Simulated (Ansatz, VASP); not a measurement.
## MnNi3: VASP beside Ansatz

```
CELL_PARAMETERS angstrom
3.45630 0.00000 0.00000
0.00000 3.45630 0.00000
0.00000 0.00000 3.45630
ATOMIC_POSITIONS crystal
Mn 0.00000 0.00000 0.00000
Ni 0.00000 0.50000 0.50000
Ni 0.50000 0.00000 0.50000
Ni 0.50000 0.50000 0.00000
```

Alike in both runs: task single point; functional LDA; k mesh 12 × 12 × 12; occupations gaussian, width 0.05 eV; collinear spin.

|  | VASP | Ansatz |
| --- | --- | --- |
| version | VASP 6.6.1 | Ansatz 0.2.0 |
| potentials or method | VASP PAW LDA potentials, release 64 (Mn_pv, Ni), cutoff 520 eV | scalar-relativistic, plane waves, PAW |
| valence electrons in the cell | 43 | 69 |

VASP gave:

```
gap on the k mesh at the Fermi level (eV)                     : none
pressure (GPa)                                                : -0.5
net moment per atom (μB)                                      : 0.98
size of the moment on the site where the two differ most (μB) : 0.38
```

Question: What did Ansatz give for the same quantities?

Answer: gap on the k mesh at the Fermi level (eV): none; pressure (GPa): 0.1; net moment per atom (μB): 1.04; size of the moment on the site where the two differ most (μB): 0.46.

LDA's correlation is that of Perdew and Zunger in VASP and of Perdew and Wang (1992) in Ansatz. Site moments also hang on the region over which each program counts them. A gap of «none» marks a metal or a gap that the smearing closes. VASP's potentials hold 43 valence electrons a cell and Ansatz's 69, so a difference there can come from the potentials and not from the codes. Ansatz's warnings: seeded moment not kept.
